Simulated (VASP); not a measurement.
Input of a VASP 6.6.1 run:

Contents of INCAR:

```
  PREC = Accurate
  ENCUT = 600
  EDIFF = 1E-6
  ISMEAR = -1
  SIGMA = 0.05
  LREAL = False
  LASPH = True
  NELM = 80
  ALGO = Normal
  ISIF = 3
  LWAVE = False
  LCHARG = False
  GGA = PE
  IBRION = 2
  NSW = 45
  EDIFFG = -0.005
```

Contents of KPOINTS:

```
regular mesh
0
Gamma
  17 17 9
```

File POSCAR:

```
Pd
1.0
    2.7702317490      0.0000000000      0.0000000000
   -1.3851158745      2.3990910690      0.0000000000
    0.0000000000      0.0000000000      4.6336465284
Pd
2
Direct
    0.3333333333      0.6666666667      0.2500000000
    0.6666666667      0.3333333333      0.7500000000
```

Potentials or basis: VASP PAW PBE potentials, release 64 (Pd).

Launch:

```sh
$ cat potpaw_PBE.64/Pd/POTCAR > POTCAR
$ mpirun -np 1 vasp_std > vasp.out
```

(1) Estimate the band gap on the k mesh.

(2) Estimate the relaxed cell.

Results:

(1) zero (band 10 reaches 9.29 eV, above the bottom of band 11 at 8.53 eV).

(2) a = 2.769 Å, b = 2.769 Å, c = 4.630 Å, α = 90.00°, β = 90.00°, γ = 120.00°.
